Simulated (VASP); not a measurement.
# CaO (P1) in VASP: relaxation of cell and atoms with PBE

Aim: the relaxation of cell and atoms of CaO with PBE.

Program: VASP 6.6.1. These are calculated values, not measurements. Logs are shortened: lines on timing, memory, paths and dates and some standing lists are left out, and cuts for length are marked.

**1. The cell of the first run**

The typed cell holds 8 atoms: a = 3.382 Å, b = 6.009 Å, c = 5.995 Å, α = 110.30°, β = 92.87°, γ = 88.83°.

**2. Relaxation of cell and atoms, PBE**

INCAR

```
SYSTEM = CaO
PREC     = Accurate       ! precision mode
ENCUT    = 600            ! plane-wave cutoff, eV
EDIFF    = 1E-7           ! SCF threshold, eV
ISMEAR   = 0              ! smearing method
SIGMA    = 0.1            ! smearing width, eV
LREAL    = .FALSE.        ! projectors in reciprocal space
LASPH    = .TRUE.         ! aspherical terms in the spheres
NELM     = 100            ! most SCF steps
ALGO     = Normal         ! electronic algorithm
ISIF     = 3              ! what is computed and relaxed
LWAVE    = .FALSE.        ! write WAVECAR
LCHARG   = .FALSE.        ! write CHGCAR
GGA      = PE             ! functional
IBRION   = 2              ! ionic algorithm
NSW      = 80             ! ionic steps
EDIFFG   = -0.025         ! ionic threshold
```

KPOINTS

```
Automatic mesh
0
G
  4 4 4
  0 0 0
```

POSCAR

```
CaO
1.0
   -2.3596804487     -0.0737574440     -2.4221745392
   -2.4721362133     -4.9294000473      2.3871154156
   -2.3151375894      4.9199163114      2.5251465679
Ca O
4 4
Direct
    0.4905391778      0.4848464912     -0.0256586912
    1.0210907382      0.0002453887      0.0101312993
   -0.0059932066      0.5329137563      0.4959113545
    0.4826093361      0.0116748794      0.4727597627
   -0.0143742192      0.7518906251      0.3146684298
    0.5550869328      0.2184253651      0.2193586610
    0.4255038994      0.7429949926      0.7589282579
    0.0455373415      0.2570085015      0.7539009259
```

Potentials or basis: VASP PAW PBE potentials, release 64 (Ca_sv, O).

Run with:

```
$ cat potpaw_PBE.64/Ca_sv/POTCAR potpaw_PBE.64/O/POTCAR > POTCAR
$ mpirun -np 1 vasp_std > vasp.out
```

OUTCAR:

```text
SYSTEM = CaO
   PREC = Accurate
   ENCUT = 600
   EDIFF = 1E-7
   ISMEAR = 0
   LREAL = .FALSE.
   LASPH = .TRUE.
   NELM = 100
   ISIF = 3
   GGA = PE
   IBRION = 2
   NSW = 80
   EDIFFG = -0.025

 ion  position               nearest neighbor table
   1  0.491  0.485  0.974-   8 2.12   7 2.34   8 2.46   6 2.52
   2  0.021  0.000  0.010-   6 2.18   7 2.24   6 2.30   8 2.53   4 3.09
   3  0.994  0.533  0.496-   5 1.97   7 2.16   6 2.49   7 2.57
   4  0.483  0.012  0.473-   5 2.25   5 2.29   6 2.30   8 2.37   2 3.09
   5  0.986  0.752  0.315-   3 1.97   4 2.25   4 2.29
   6  0.555  0.218  0.219-   2 2.18   4 2.30   2 2.30   3 2.49   1 2.52
   7  0.426  0.743  0.759-   3 2.16   2 2.24   1 2.34   3 2.57
   8  0.046  0.257  0.754-   1 2.12   4 2.37   1 2.46   2 2.53

  LATTYP: Found a triclinic cell.
 ALAT       =     5.9951483517
 B/A-ratio  =     1.0023199321
 C/A-ratio  =     0.5641853922
 COS(alpha) =     0.0204193666
 COS(beta)  =     0.0501158525
 COS(gamma) =     0.3470095566

  Lattice vectors:

 A1 = (   2.3151375894,  -4.9199163114,  -2.5251465679)
 A2 = (  -2.4721362133,  -4.9294000473,   2.3871154156)
 A3 = (  -2.3596804487,  -0.0737574440,  -2.4221745392)

Analysis of symmetry for initial positions (statically):
=====================================================================
 Subroutine PRICEL returns:
 Original cell was already a primitive cell.

 Routine SETGRP: Setting up the symmetry group for a
 triclinic supercell.

 Subroutine GETGRP returns: Found  1 space group operations
 (whereof  1 operations were pure point group operations)
 out of a pool of  2 trial point group operations.

The static configuration has the point symmetry C_1 .

Analysis of symmetry for dynamics (positions and initial velocities):
=====================================================================
 Subroutine PRICEL returns:
 Original cell was already a primitive cell.

 Routine SETGRP: Setting up the symmetry group for a
 triclinic supercell.

 Subroutine GETGRP returns: Found  1 space group operations
 (whereof  1 operations were pure point group operations)
 out of a pool of  2 trial point group operations.

The dynamic configuration has the point symmetry C_1 .

 Subroutine INISYM returns: Found  1 space group operations
 (whereof  1 operations are pure point group operations),
 and found     1 'primitive' translations

----------------------------------------------------------------------------------------

                                     Primitive cell

  volume of cell :     114.1349

  direct lattice vectors                    reciprocal lattice vectors
    -2.359680449 -0.073757444 -2.422174539    -0.211958554  0.006273329 -0.206553343
    -2.472136213 -4.929400047  2.387115416    -0.102778808 -0.101338045  0.103212867
    -2.315137589  4.919916311  2.525146568    -0.106154525  0.101816151  0.100315256

  length of vectors
     3.382375124  6.009056689  5.995148352     0.296023761  0.177442324  0.178040620

  position of ions in fractional coordinates (direct lattice)
     0.490539178  0.484846491  0.974341309
     0.021090738  0.000245389  0.010131299
     0.994006793  0.532913756  0.495911355
     0.482609336  0.011674879  0.472759763
     0.985625781  0.751890625  0.314668430
     0.555086933  0.218425365  0.219358661
     0.425503899  0.742994993  0.758928258
     0.045537342  0.257008502  0.753900926

  ion indices of the primitive-cell ions
   primitive index   ion index
                 1           1
                 2           2
                 3           3
                 4           4
                 5           5
                 6           6
                 7           7
                 8           8

----------------------------------------------------------------------------------------

 KPOINTS: Automatic mesh

Automatic generation of k-mesh.
 Grid dimensions read from file:
 generate k-points for:    4    4    4

 Generating k-lattice:

  Cartesian coordinates                     Fractional coordinates (reciprocal lattice)
    -0.052989638  0.001568332 -0.051638336     0.250000000 -0.000000000  0.000000000
    -0.025694702 -0.025334511  0.025803217     0.000000000  0.250000000  0.000000000
    -0.026538631  0.025454038  0.025078814    -0.000000000  0.000000000  0.250000000

  Length of vectors
     0.074005940  0.044360581  0.044510155

  Shift w.r.t. Gamma in fractional coordinates (k-lattice)
     0.000000000  0.000000000  0.000000000

 Subroutine IBZKPT returns following result:
 ===========================================

 Found     36 irreducible k-points:

 Following reciprocal coordinates:
            Coordinates               Weight
  0.000000  0.000000  0.000000      1.000000
  0.250000  0.000000 -0.000000      2.000000
  0.500000  0.000000 -0.000000      1.000000
  0.000000  0.250000  0.000000      2.000000
  0.250000  0.250000  0.000000      2.000000
  0.500000  0.250000  0.000000      2.000000
[... 16 lines left out ...]
  0.000000 -0.250000  0.250000      2.000000
  0.250000 -0.250000  0.250000      2.000000
 [... further k-points ...]
   k-points           NKPTS =     36   k-points in BZ     NKDIM =     36   number of bands    NBANDS=     38
   number of dos      NEDOS =    301   number of ions     NIONS =      8
   total plane-waves  NPLWV =  64512
   dimension x,y,z NGX =    28 NGY =   48 NGZ =   48
   dimension x,y,z NGXF=    56 NGYF=   96 NGZF=   96
   ions per type =               4   4
   NGX,Y,Z   is equivalent  to a cutoff of  13.76, 13.28, 13.31 a.u.
   NGXF,Y,Z  is equivalent  to a cutoff of  27.52, 26.56, 26.62 a.u.
 SYSTEM =  CaO
   PREC   = accura    normal or accurate (medium, high low for compatibility)
   ISTART =      0    job   : 0-new  1-cont  2-samecut
   ICHARG =      2    charge: 1-file 2-atom 10-const
   ISPIN  =      1    spin polarized calculation?
   LNONCOLLINEAR =      F non collinear calculations
   LSORBIT =      F    spin-orbit coupling
   LASPH  =      T    aspherical Exc in radial PAW
   ENCUT  =  600.0 eV  44.10 Ry    6.64 a.u.   6.76 12.00 11.97*2*pi/ulx,y,z
   NELM   =    100;   NELMIN=  2; NELMDL= -5     # of ELM steps
   EDIFF  = 0.1E-06   stopping-criterion for ELM
   LREAL  =      F    real-space projection
   EDIFFG = -.3E-01   stopping-criterion for IOM
   NSW    =     80    number of steps for IOM
   IBRION =      2    ionic relax: 0-MD 1-quasi-New 2-CG
   NFREE  =      1    steps in history (QN), initial steepest desc. (CG)
   ISIF   =      3    stress and relaxation
   ISYM   =      2    0-nonsym 1-usesym 2-fastsym
   POTIM  = 0.5000    time-step for ionic-motion
   TEBEG  =    0.0;   TEEND  =   0.0 temperature during run
   PSTRESS=    0.0 pullay stress
   NELECT =      64.0000    total number of electrons
   NUPDOWN=      -1.0000    fix difference up-down
   EMIN   =  10.00;   EMAX   =-10.00  energy-range for DOS
   EFERMI =   0.00;   METHOD = LEGACY
   ISMEAR =     0;   SIGMA  =   0.10  broadening in eV -4-tet -1-fermi 0-gaus
   EFERMI_NEDOS =   21; number of points for ismear=-14 and -15
   IALGO  =     38    algorithm
   IMIX   =      4    mixing-type and parameters
     AMIX     =   0.40;   BMIX     =  1.00
     AMIX_MAG =   1.60;   BMIX_MAG =  1.00
  volume/ion in A,a.u.               =      14.27        96.28
  Fermi-wavevector in a.u.,A,eV,Ry     =   1.349984  2.551100 24.796037  1.822457
  Thomas-Fermi vector in A             =   2.477526
   LORBIT       =      0    0 simple, 1 ext, 2 COOP (PROOUT), +10 PAW based schemes
   GGA     = PE    functional components
   LHFCALC =     F    Hartree Fock is set to
   AEXX    =    0.0000 exact exchange contribution
   IVDW    =     0    specifies the selected vdW correction
   LEPSILON=     F    determine dielectric tensor
   LRPA    =     F    only Hartree local field effects (RPA)
 conjugate gradient relaxation of ions
 non-spin polarized calculation
 Gauss-broadening in eV      SIGMA  =   0.10
  energy-cutoff  :      600.00
  volume of cell :      114.13
 maximum number of plane-waves:      3824
   NGX = 13   NGY = 23   NGZ = 23

--------------------------------------- Ionic step        1  -------------------------------------------

 number of electron      64.0000003 magnetization

 Free energy of the ion-electron system (eV)
  ---------------------------------------------------
  ext. energy  EPLUGINS =         0.00000000
  ---------------------------------------------------
  free energy    TOTEN  =       -49.67776712 eV

  energy without entropy =      -49.67776712  energy(sigma->0) =      -49.67776712

------------------------ aborting loop because EDIFF is reached ----------------------------------------

  FORCE on cell =-STRESS in cart. coord.  units (eV):
  Direction    XX          YY          ZZ          XY          YZ          ZX
  --------------------------------------------------------------------------------------
  -------------------------------------------------------------------------------------
  Total        5.8237138      5.3448435      2.5291157     -1.3381636     -1.7378551      0.1506644
  in kB       81.7508335     75.0286553     35.5026581    -18.7845747    -24.3952757      2.1149636
  external PRESSURE =      64.0940490 kB  Pullay stress =       0.0000000 kB
[... 71 lines left out ...]
--------------------------------------- Ionic step        3  -------------------------------------------

 number of electron      64.0000001 magnetization

 E-fermi :   2.3192     XC(G=0):  -9.9607

 val. band max:        1.7968837732   @ k =   0.0000   0.0000   0.0000
 cond. band min:       5.5516386426   @ k =   0.5000   0.5000   0.5000
 fundamental gap:      3.7547548694
 Fermi energy:         2.3191836522

 k-point     1 :       0.0000    0.0000    0.0000
  band No.  band energies     occupation
      1     -36.3470      2.00000
      2     -36.2789      2.00000
      3     -36.0348      2.00000
      4     -35.9931      2.00000
      5     -17.8566      2.00000
      6     -17.8374      2.00000
[... 1010 lines left out ...]
  FREE ENERGIE OF THE ION-ELECTRON SYSTEM (eV)
  ---------------------------------------------------
  free  energy   TOTEN  =       -50.5613934098 eV

  energy  without entropy=      -50.5613934098  energy(sigma->0) =      -50.56139341

[... ionic steps 4 to 11 ...]

--------------------------------------- Ionic step       12  -------------------------------------------

 number of electron      64.0000017 magnetization

------------------------ aborting loop because EDIFF is reached ----------------------------------------
[... 79 lines left out ...]
--------------------------------------- Ionic step       14  -------------------------------------------

 number of electron      64.0000018 magnetization

 Free energy of the ion-electron system (eV)
  ---------------------------------------------------
  ext. energy  EPLUGINS =         0.00000000
  ---------------------------------------------------
  free energy    TOTEN  =       -51.23058227 eV

  energy without entropy =      -51.23058227  energy(sigma->0) =      -51.23058227

 E-fermi :   2.7280     XC(G=0): -10.3799

 val. band max:        2.2397264497   @ k =   0.0000   0.0000   0.0000
 cond. band min:       5.8795627391   @ k =   0.0000   0.0000   0.0000
 fundamental gap:      3.6398362894
 Fermi energy:         2.7280065870

 k-point     1 :       0.0000    0.0000    0.0000
  band No.  band energies     occupation
      1     -35.4788      2.00000
      2     -35.3845      2.00000
      3     -35.3845      2.00000
      4     -35.3565      2.00000
      5     -17.2871      2.00000
      6     -17.2871      2.00000
[... 1010 lines left out ...]
  FREE ENERGIE OF THE ION-ELECTRON SYSTEM (eV)
  ---------------------------------------------------
  free  energy   TOTEN  =       -51.2305822653 eV

  energy  without entropy=      -51.2305822653  energy(sigma->0) =      -51.23058227

 reached required accuracy - stopping structural energy minimisation
```

Run time: 26 min. Hardware: 1 thread of Intel Xeon 8259CL, shared host; peak memory 0.32 GiB.

What came out:

| Item | Value |
| --- | --- |
| Free energy | -51.2306 eV |
| Relaxed volume | 14.15 Å³/atom |
| Relaxed cell | a = 3.422 Å, b = 5.925 Å, c = 5.925 Å, α = 109.47°, β = 89.98°, γ = 90.02° |
| Space group after relaxing (to 0.1 Å) | Fm-3m (No. 225) |
| Energy gained by relaxing | 194.1 meV/atom |
| Ionic steps | 14 |
| Pressure after relaxing | 0.0 GPa |
| Largest force after relaxing | 0.025 eV/Å |
| Band gap on the k mesh | 3.64 eV |

Forces in eV/Å, atoms in the order of the input:
```
Ca  -0.003 -0.014 -0.002
Ca   0.006  0.016  0.018
Ca   0.007 -0.011  0.000
Ca  -0.005 -0.008 -0.016
O    0.000  0.004  0.011
O   -0.006  0.005 -0.013
O    0.003  0.015  0.011
O   -0.003 -0.008 -0.009
```

Step by step:
| step | energy change (eV) | largest force (eV/Å) | pressure (GPa) | volume (Å³) |
| --- | --- | --- | --- | --- |
| 1 | 0.0000 | 3.8784 | 6.41 | 114.13 |
| 2 | -0.8815 | 0.9070 | -5.50 | 123.79 |
| 3 | -0.8836 | 0.9327 | -4.94 | 123.10 |
| 4 | -1.2563 | 0.7197 | -1.75 | 116.99 |
| 5 | -1.3731 | 0.7468 | 2.38 | 111.61 |
| 6 | -1.4801 | 0.5586 | 0.58 | 112.93 |
| 7 | -1.4924 | 0.5173 | -0.07 | 113.55 |
| 8 | -1.5336 | 0.2401 | -0.33 | 113.69 |
| 9 | -1.5422 | 0.2014 | -0.46 | 113.78 |
| 10 | -1.5491 | 0.0981 | 0.39 | 112.82 |
| 11 | -1.5493 | 0.0772 | 0.57 | 112.63 |
| 12 | -1.5523 | 0.0612 | -0.10 | 113.33 |
| 13 | -1.5523 | 0.0609 | -0.05 | 113.28 |
| 14 | -1.5528 | 0.0249 | -0.02 | 113.24 |

Final structure:
```
Ca O
1.0
    -2.41953   -0.00075   -2.41953
    -2.41637   -4.83746    2.42115
    -2.42093    4.83752    2.41623
Ca O
4 4
Direct
  0.49998 0.49993 0.00044
  0.00093 0.00003 0.99962
  0.00014 0.49990 0.50033
  0.49917 0.99995 0.50001
  0.00037 0.74993 0.24970
  0.49932 0.25018 0.25007
  0.50068 0.75013 0.74956
  0.99941 0.24995 0.75026
```

Levels at points of the mesh, in eV from the valence-band top:
```tsv
k point	band 30	band 31	band 32	band 33	band 34	band 35
(0.00, 0.00, 0.00)	0.00	0.00	0.00	3.64	4.56	6.17
(0.50, 0.00, 0.00)	-1.06	-0.84	-0.84	6.25	6.25	6.25
(0.00, 0.50, 0.00)	-0.64	-0.64	-0.64	5.30	5.31	6.19
(0.50, 0.50, 0.00)	-0.78	-0.78	-0.78	5.30	5.31	5.31
(0.00, 0.00, 0.50)	-0.64	-0.64	-0.64	5.31	5.31	6.19
(0.50, 0.00, 0.50)	-0.78	-0.78	-0.78	5.30	5.30	5.31
(0.00, 0.50, 0.50)	-0.30	-0.30	-0.30	4.68	4.69	6.42
(0.50, 0.50, 0.50)	-0.38	-0.38	-0.38	3.64	3.64	6.96
```

Caveat: the k points lie up to 0.46 Å⁻¹ apart in the final cell.
